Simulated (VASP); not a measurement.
# MnSb (Pm-3m) in VASP: single point with r2SCAN

Aim: the single point of MnSb with r2SCAN.

Everything below comes from runs of VASP 6.6.1. Logs are shortened: lines on timing, memory, paths and dates and some standing lists are left out, and cuts for length are marked.

## 1. The cell of the first run

The structure is cubic, space group Pm-3m (No. 221). Conventional cell: a = 3.487 Å, b = 3.487 Å, c = 3.487 Å, α = 90.00°, β = 90.00°, γ = 90.00°. Mn (site symmetry m-3m) has 8 Sb at 3.02 Å and 6 Mn at 3.49 Å within 4.0 Å. Within 4.0 Å of Sb (site symmetry m-3m) lie 8 Mn at 3.02 Å and 6 Sb at 3.49 Å.

## 2. Single point, r2SCAN, collinear spin, ferrimagnetic start

POSCAR

```
MnSb
1.0
    3.4873154799      0.0000000000      0.0000000000
    0.0000000000      3.4873154799      0.0000000000
    0.0000000000      0.0000000000      3.4873154799
Mn Sb
1 1
Direct
    0.0000000000      0.0000000000      0.0000000000
    0.5000000000      0.5000000000      0.5000000000
```

INCAR.step1

```
ALGO = Normal
EDIFF = 1E-4
ENCUT = 520
GGA = PE
ISMEAR = 0
ISPIN = 2
LASPH = True
LCHARG = False
LMAXMIX = 4
LREAL = False
LWAVE = True
MAGMOM = 4.7 -0.28
NBANDS = 20
NELM = 150
PREC = Accurate
SIGMA = 0.1
```

INCAR.step2

```
ALGO = Normal
EDIFF = 1E-7
ENCUT = 520
ISIF = 2
ISMEAR = 0
ISPIN = 2
ISTART = 1
LASPH = True
LCHARG = False
LMAXMIX = 4
LMIXTAU = True
LORBIT = 11
LREAL = False
LWAVE = False
MAGMOM = 4.7 -0.28
METAGGA = R2SCAN
NBANDS = 20
NELM = 150
PREC = Accurate
SIGMA = 0.1
```

KPOINTS

```
k-points
0
Gamma
  16 16 16
```

Potentials or basis: VASP PAW PBE potentials, release 64 (Mn_pv, Sb).

Started as:

```bash
> cat potpaw_PBE.64/Mn_pv/POTCAR potpaw_PBE.64/Sb/POTCAR > POTCAR
> cp INCAR.step1 INCAR
> mpirun -np 1 vasp_std > vasp.out
> cp INCAR.step2 INCAR
> mpirun -np 1 vasp_std > vasp.out
```

OUTCAR:

```text
EDIFF = 1E-7
   ENCUT = 520
   ISIF = 2
   ISMEAR = 0
   ISPIN = 2
   ISTART = 1
   LASPH = True
   LORBIT = 11
   LREAL = False
   METAGGA = R2SCAN
   NELM = 150
   PREC = Accurate

 ion  position               nearest neighbor table
   1  0.000  0.000  0.000-   2 3.02   2 3.02   2 3.02   2 3.02   2 3.02   2 3.02   2 3.02   2 3.02

   2  0.500  0.500  0.500-   1 3.02   1 3.02   1 3.02   1 3.02   1 3.02   1 3.02   1 3.02   1 3.02

  LATTYP: Found a simple cubic cell.
 ALAT       =     3.4873154799

  Lattice vectors:

 A1 = (   3.4873154799,   0.0000000000,   0.0000000000)
 A2 = (   0.0000000000,   3.4873154799,   0.0000000000)
 A3 = (   0.0000000000,   0.0000000000,   3.4873154799)

Analysis of symmetry for initial positions (statically):
=====================================================================
 Subroutine PRICEL returns:
 Original cell was already a primitive cell.

 Routine SETGRP: Setting up the symmetry group for a
 simple cubic supercell.

 Subroutine GETGRP returns: Found 48 space group operations
 (whereof 48 operations were pure point group operations)
 out of a pool of 48 trial point group operations.

The static configuration has the point symmetry O_h .

Analysis of symmetry for dynamics (positions and initial velocities):
=====================================================================
 Subroutine PRICEL returns:
 Original cell was already a primitive cell.

 Routine SETGRP: Setting up the symmetry group for a
 simple cubic supercell.

 Subroutine GETGRP returns: Found 48 space group operations
 (whereof 48 operations were pure point group operations)
 out of a pool of 48 trial point group operations.

The dynamic configuration has the point symmetry O_h .

Analysis of structural, dynamic, and magnetic symmetry:
=====================================================================
 Subroutine PRICEL returns:
 Original cell was already a primitive cell.

 Routine SETGRP: Setting up the symmetry group for a
 simple cubic supercell.

 Subroutine GETGRP returns: Found 48 space group operations
 (whereof 48 operations were pure point group operations)
 out of a pool of 48 trial point group operations.

The overall configuration has the point symmetry O_h .

 Subroutine INISYM returns: Found 48 space group operations
 (whereof 48 operations are pure point group operations),
 and found     1 'primitive' translations

----------------------------------------------------------------------------------------

                                     Primitive cell

  volume of cell :      42.4105

  direct lattice vectors                    reciprocal lattice vectors
     3.487315480  0.000000000  0.000000000     0.286753523  0.000000000  0.000000000
     0.000000000  3.487315480  0.000000000     0.000000000  0.286753523  0.000000000
     0.000000000  0.000000000  3.487315480     0.000000000  0.000000000  0.286753523

  length of vectors
     3.487315480  3.487315480  3.487315480     0.286753523  0.286753523  0.286753523

  position of ions in fractional coordinates (direct lattice)
     0.000000000  0.000000000  0.000000000
     0.500000000  0.500000000  0.500000000

  ion indices of the primitive-cell ions
   primitive index   ion index
                 1           1
                 2           2

----------------------------------------------------------------------------------------

 KPOINTS: k-points

Automatic generation of k-mesh.
 Grid dimensions read from file:
 generate k-points for:   16   16   16

 Generating k-lattice:

  Cartesian coordinates                     Fractional coordinates (reciprocal lattice)
     0.017922095  0.000000000  0.000000000     0.062500000  0.000000000  0.000000000
     0.000000000  0.017922095  0.000000000     0.000000000  0.062500000  0.000000000
     0.000000000  0.000000000  0.017922095     0.000000000  0.000000000  0.062500000

  Length of vectors
     0.017922095  0.017922095  0.017922095

  Shift w.r.t. Gamma in fractional coordinates (k-lattice)
     0.000000000  0.000000000  0.000000000

 Subroutine IBZKPT returns following result:
 ===========================================

 Found    165 irreducible k-points:

 Following reciprocal coordinates:
            Coordinates               Weight
  0.000000  0.000000  0.000000      1.000000
  0.062500  0.000000  0.000000      6.000000
  0.125000  0.000000  0.000000      6.000000
  0.187500  0.000000  0.000000      6.000000
  0.250000  0.000000  0.000000      6.000000
  0.312500  0.000000  0.000000      6.000000
[... 16 lines left out ...]
  0.437500  0.125000  0.000000     24.000000
  0.500000  0.125000  0.000000     12.000000
 [... further k-points ...]
   k-points           NKPTS =    165   k-points in BZ     NKDIM =    165   number of bands    NBANDS=     20
   number of dos      NEDOS =    301   number of ions     NIONS =      2
   total plane-waves  NPLWV =  21952
   dimension x,y,z NGX =    28 NGY =   28 NGZ =   28
   dimension x,y,z NGXF=    56 NGYF=   56 NGZF=   56
   ions per type =               1   1
   NGX,Y,Z   is equivalent  to a cutoff of  13.35, 13.35, 13.35 a.u.
   NGXF,Y,Z  is equivalent  to a cutoff of  26.70, 26.70, 26.70 a.u.
 SYSTEM =  unknown system
   PREC   = accura    normal or accurate (medium, high low for compatibility)
   ISTART =      1    job   : 0-new  1-cont  2-samecut
   ICHARG =      0    charge: 1-file 2-atom 10-const
   ISPIN  =      2    spin polarized calculation?
   LNONCOLLINEAR =      F non collinear calculations
   LSORBIT =      F    spin-orbit coupling
   LASPH  =      T    aspherical Exc in radial PAW
   ENCUT  =  520.0 eV  38.22 Ry    6.18 a.u.   6.48  6.48  6.48*2*pi/ulx,y,z
   NELM   =    150;   NELMIN=  2; NELMDL=  0     # of ELM steps
   EDIFF  = 0.1E-06   stopping-criterion for ELM
   LREAL  =      F    real-space projection
   EDIFFG = 0.1E-05   stopping-criterion for IOM
   NSW    =      0    number of steps for IOM
   IBRION =     -1    ionic relax: 0-MD 1-quasi-New 2-CG
   NFREE  =      0    steps in history (QN), initial steepest desc. (CG)
   ISIF   =      2    stress and relaxation
   ISYM   =      2    0-nonsym 1-usesym 2-fastsym
   POTIM  = 0.5000    time-step for ionic-motion
   TEBEG  =    0.0;   TEEND  =   0.0 temperature during run
   PSTRESS=    0.0 pullay stress
   NELECT =      18.0000    total number of electrons
   NUPDOWN=      -1.0000    fix difference up-down
   EMIN   =  10.00;   EMAX   =-10.00  energy-range for DOS
   EFERMI =   0.00;   METHOD = LEGACY
   ISMEAR =     0;   SIGMA  =   0.10  broadening in eV -4-tet -1-fermi 0-gaus
   EFERMI_NEDOS =   21; number of points for ismear=-14 and -15
   IALGO  =     38    algorithm
   IMIX   =      4    mixing-type and parameters
     AMIX     =   0.40;   BMIX     =  1.00
     AMIX_MAG =   1.60;   BMIX_MAG =  1.00
  volume/ion in A,a.u.               =      21.21       143.10
  Fermi-wavevector in a.u.,A,eV,Ry     =   1.230291  2.324912 20.593987  1.513615
  Thomas-Fermi vector in A             =   2.365145
   LORBIT       =     11    0 simple, 1 ext, 2 COOP (PROOUT), +10 PAW based schemes
   METAGGA = R2SCAN    functional components
   LHFCALC =     F    Hartree Fock is set to
   AEXX    =    0.0000 exact exchange contribution
   IVDW    =     0    specifies the selected vdW correction
   LEPSILON=     F    determine dielectric tensor
   LRPA    =     F    only Hartree local field effects (RPA)
 spin polarized calculation
 Gauss-broadening in eV      SIGMA  =   0.10
  energy-cutoff  :      520.00
  volume of cell :       42.41
 maximum number of plane-waves:      1189
 NGX is ok and might be reduce to    28
   NGX = 13   NGY = 13   NGZ = 13

 number of electron      18.0000006 magnetization       3.9398518

 Free energy of the ion-electron system (eV)
  ---------------------------------------------------
  ext. energy  EPLUGINS =         0.00000000
  ---------------------------------------------------
  free energy    TOTEN  =       -40.17256282 eV

  energy without entropy =      -40.16663445  energy(sigma->0) =      -40.16959864

 E-fermi :   8.4713     XC(G=0): -11.4991

 val. band max:        8.4678899586   @ k =   0.5000   0.3750   0.2500
 cond. band min:       8.4727329610   @ k =   0.4375   0.1875   0.0000
 fundamental gap:      0.0048430024
 Fermi energy:         8.4713304239

 spin component 1

 k-point     1 :       0.0000    0.0000    0.0000
  band No.  band energies     occupation
      1     -44.6377      1.00000
      2     -44.6377      1.00000
      3     -44.6377      1.00000
      4      -4.1341      1.00000
      5       4.0496      1.00000
      6       4.0496      1.00000
[... 12 lines left out ...]
     19      23.2568      0.00000
     20      23.2568      0.00000
[... 507 lines left out ...]
 k-point    24 :       0.5000    0.1250    0.0000
  band No.  band energies     occupation
      1     -44.6459      1.00000
      2     -44.6382      1.00000
      3     -44.6369      1.00000
      4      -1.9664      1.00000
      5       1.3943      1.00000
      6       4.2362      1.00000
[... 12 lines left out ...]
     19      22.5716      0.00000
     20      23.9127      0.00000

 [... further k-points ...]

 spin component 2

 k-point     1 :       0.0000    0.0000    0.0000
  band No.  band energies     occupation
      1     -39.0572      1.00000
      2     -39.0572      1.00000
      3     -39.0572      1.00000
      4      -4.4274      1.00000
      5       8.3755      0.91230
      6       8.3755      0.91228
[... 12 lines left out ...]
     19      23.5440      0.00000
     20      23.5440      0.00000
[... 507 lines left out ...]
 k-point    24 :       0.5000    0.1250    0.0000
  band No.  band energies     occupation
      1     -39.0683      1.00000
      2     -39.0577      1.00000
      3     -39.0559      1.00000
      4      -2.3915      1.00000
      5       1.7162      1.00000
      6       7.2085      1.00000
[... 12 lines left out ...]
     19      22.5422      0.00000
     20      24.3525      0.00000

 [... further k-points ...]

------------------------ aborting loop because EDIFF is reached ----------------------------------------

  FORCE on cell =-STRESS in cart. coord.  units (eV):
  Direction    XX          YY          ZZ          XY          YZ          ZX
  --------------------------------------------------------------------------------------
  -------------------------------------------------------------------------------------
  Total        0.0019303      0.0019303      0.0019303     -0.0000000     -0.0000000      0.0000000
  in kB        0.0729243      0.0729243      0.0729243     -0.0000000     -0.0000000      0.0000000
  external PRESSURE =       0.0729243 kB  Pullay stress =       0.0000000 kB

 VOLUME and BASIS-vectors are now :
 -----------------------------------------------------------------------------
  energy-cutoff  :      520.00
  volume of cell :       42.41
      direct lattice vectors                 reciprocal lattice vectors
     3.487315480  0.000000000  0.000000000     0.286753523  0.000000000  0.000000000
     0.000000000  3.487315480  0.000000000     0.000000000  0.286753523  0.000000000
     0.000000000  0.000000000  3.487315480     0.000000000  0.000000000  0.286753523

 POSITION                                       TOTAL-FORCE (eV/Angst)
 -----------------------------------------------------------------------------------
      0.00000      0.00000      0.00000         0.000000      0.000000      0.000000
      1.74366      1.74366      1.74366         0.000000      0.000000      0.000000
 -----------------------------------------------------------------------------------
    total drift:                               -0.000000     -0.000000     -0.000000

  FREE ENERGIE OF THE ION-ELECTRON SYSTEM (eV)
  ---------------------------------------------------
  free  energy   TOTEN  =       -40.1725628206 eV

  energy  without entropy=      -40.1666344515  energy(sigma->0) =      -40.16959864

 total charge

# of ion       s       p       d       tot
------------------------------------------
    1        0.266   6.147   4.954  11.367
    2        1.183   1.214   0.043   2.441
--------------------------------------------------
tot          1.449   7.362   4.997  13.808

 magnetization (x)

# of ion       s       p       d       tot
------------------------------------------
    1        0.051   0.030   3.980   4.061
    2        0.025  -0.211   0.001  -0.185
--------------------------------------------------
tot          0.076  -0.181   3.980   3.876
```

Run time: 15 min. Hardware: 1 thread of Intel Xeon 6975P-C, shared host; peak memory 0.36 GiB.

Results:

```
Free energy                                           : -40.1726 eV
Pressure                                              : 0.0 GPa
Net moment                                            : 3.94 μB per cell
Site moments                                          : Mn +4.06; Sb -0.18 μB
Valence electrons inside the program's atomic spheres : Mn 11.37; Sb 2.44
```

Levels at points of the mesh, in eV from the Fermi level:
Spin up:
| k point | band 8 | band 9 | band 10 | band 11 | band 12 | band 13 | band 14 | band 15 |
| --- | --- | --- | --- | --- | --- | --- | --- | --- |
| (0.00, 0.00, 0.00) | -3.46 | -3.46 | 0.31 | 0.31 | 0.31 | 2.70 | 5.74 | 5.74 |
| (0.50, 0.00, 0.00) | -4.02 | -3.45 | -3.12 | 3.20 | 3.20 | 5.38 | 6.56 | 6.68 |
| (0.50, 0.50, 0.00) | -3.72 | -3.72 | -3.31 | -2.78 | -0.75 | 3.56 | 8.50 | 8.50 |
| (0.50, 0.50, 0.50) | -3.30 | -3.30 | -0.21 | -0.21 | -0.21 | 0.82 | 0.82 | 0.82 |
Spin down:
```tsv
k point	band 4	band 5	band 6	band 7	band 8	band 9	band 10	band 11
(0.00, 0.00, 0.00)	-12.90	-0.10	-0.10	0.05	0.05	0.05	1.45	1.45
(0.50, 0.00, 0.00)	-11.02	-6.95	-0.63	-0.63	0.45	1.49	2.22	4.40
(0.50, 0.50, 0.00)	-9.49	-5.00	-5.00	-1.23	0.86	0.86	1.88	2.25
(0.50, 0.50, 0.50)	-7.43	-4.28	-4.28	-4.28	1.53	1.53	1.53	2.29
```

Caveat: the PAW data sets were made with another functional, which shifts forces and pressure a little; spin-orbit coupling is left out, which moves the levels of the heavy elements; a cell with one magnetic atom can't hold antiferromagnetic order, which such compounds often take.
